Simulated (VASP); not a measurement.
Set up this calculation in VASP 6.6.1, as the native input.

```yaml
Task: single point
Functional: PBEsol
Potentials_or_basis: VASP PAW PBE potentials, release 64 (B, P)
Cutoff: 520 eV
k_mesh: 8 × 8 × 6
Occupations: gaussian, width 0.02 eV
Spin: no spin polarisation
Dipole_correction: no
Further_INCAR_settings: ALGO = Normal; EDIFF = 1e-07; NBANDS = 16
```

The structure of BP lies in POSCAR:

```
BP
1.0
    2.2485744794      2.2485744794      0.0000000000
   -2.2485744794      2.2485744794      0.0000000000
    0.0000000000      0.0000000000      4.6558075583
B P
2 2
Direct
    0.0000000000      0.0000000000      0.0000000000
    0.5000000000      0.5000000000      0.5000000000
    0.5000000000      0.0000000000      0.7500000000
    0.0000000000      0.5000000000      0.2500000000
```

These files were run (other wordings do the same):

INCAR

```
SYSTEM = BP
ALGO     = Normal         ! electronic algorithm
EDIFF    = 1E-7           ! SCF threshold, eV
ENCUT    = 520            ! plane-wave cutoff, eV
GGA      = PS             ! functional
ISIF     = 2              ! what is computed and relaxed
ISMEAR   = 0              ! smearing method
LASPH    = .TRUE.         ! aspherical terms in the spheres
LCHARG   = .FALSE.        ! write CHGCAR
LREAL    = .FALSE.        ! projectors in reciprocal space
LWAVE    = .FALSE.        ! write WAVECAR
NBANDS   = 16             ! bands
NELM     = 100            ! most SCF steps
PREC     = Accurate       ! precision mode
SIGMA    = 0.02           ! smearing width, eV
```

KPOINTS

```
k-points
0
G
  8 8 6
  0 0 0
```

Potentials or basis: VASP PAW PBE potentials, release 64 (B, P).

Launch:

```sh
$ cat potpaw_PBE.64/B/POTCAR potpaw_PBE.64/P/POTCAR > POTCAR
$ mpirun -np 1 vasp_std > vasp.out
```

It gave:

```json
{"Pressure": "-3.1 GPa", "Band gap on the k mesh": "0.91 eV"}
```

Caveat: the PAW data sets were made with another functional, which shifts forces and pressure a little.

Wall time 54 s on 1 thread of AMD EPYC 7R13 (shared host), peak memory 0.14 GiB.
